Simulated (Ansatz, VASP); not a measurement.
**W in VASP and in Ansatz**

File INCAR:

```
  PREC = Accurate
  ENCUT = 600
  EDIFF = 1E-6
  ISMEAR = 0
  SIGMA = 0.1
  LREAL = False
  LASPH = True
  NELM = 60
  ALGO = Fast
  ISIF = 3
  LWAVE = False
  LCHARG = False
  GGA = PE
  IBRION = 2
  NSW = 100
  EDIFFG = -0.01
```

File KPOINTS:

```
Automatic mesh
0
Gamma
  15 15 2
```

POSCAR

```
W
1.0
    2.7715713813      0.0000000000      0.0000000000
   -1.3857856907      2.4002512246      0.0000000000
    0.0000000000      0.0000000000     20.5005331684
W
8
Direct
    0.0000000000      0.0000000000      0.0665705891
    0.0000000000      0.0000000000      0.5665705891
    0.0000000000      0.0000000000      0.4334294109
    0.0000000000      0.0000000000      0.9334294109
    0.3333333333      0.6666666667      0.1844497363
    0.6666666667      0.3333333333      0.6844497363
    0.3333333333      0.6666666667      0.3155502637
    0.6666666667      0.3333333333      0.8155502637
```

Input for Ansatz:

```yaml
crystal:
  lattice:
    - [2.7715713813, 0.0, 0.0]
    - [-1.3857856907, 2.4002512246, 0.0]
    - [0.0, 0.0, 20.5005331684]
  atoms:
    - { symbol: W, position: [0.0, 0.0, 0.0665705891] }
    - { symbol: W, position: [0.0, 0.0, 0.5665705891] }
    - { symbol: W, position: [0.0, 0.0, 0.4334294109] }
    - { symbol: W, position: [0.0, 0.0, 0.9334294109] }
    - { symbol: W, position: [0.3333333333, 0.6666666667, 0.1844497363] }
    - { symbol: W, position: [0.6666666667, 0.3333333333, 0.6844497363] }
    - { symbol: W, position: [0.3333333333, 0.6666666667, 0.3155502637] }
    - { symbol: W, position: [0.6666666667, 0.3333333333, 0.8155502637] }
basis:
  ecutwfc: 420
kpoints:
  mp_grid: { grid: [15, 15, 2] }
hamiltonian:
  xc: pbe
scf:
  occupations: { method: gaussian, width: 0.1 }
output:
  forces: true
  stress: true
  eigenvalues: true
relax:
  adjacent_minimum: "off"
  f_tol: 0.01
  max_steps: 80
  cell: { stress_tol: 0.05 }
```

Alike in both runs: task relaxation of cell and atoms; functional PBE; k mesh 15 × 15 × 2; occupations gaussian, width 0.1 eV; no spin polarisation.

|  | VASP | Ansatz |
| --- | --- | --- |
| version | VASP 6.6.1 | Ansatz 0.2.0 |
| potentials or method | VASP PAW PBE potentials, release 64 (W_sv), cutoff 600 eV | scalar-relativistic, plane waves, PAW |
| valence electrons in the cell | 112 | 112 |

Ansatz gave:

```
gap on the k mesh at the Fermi level, each at its own relaxed structure (eV) : none
relaxed volume (Å³/atom)                                                     : 17.03
relaxed length of the cell vector where the two differ most in proportion (Å)              : 20.408
```

Question: Which values does VASP return?

Answer: gap on the k mesh at the Fermi level, each at its own relaxed structure (eV): none; relaxed volume (Å³/atom): 17.07; relaxed length of the cell vector where the two differ most in proportion (Å): 20.437.

A gap of «none» marks a metal or a gap that the smearing closes.

Neither program's run includes spin-orbit coupling.
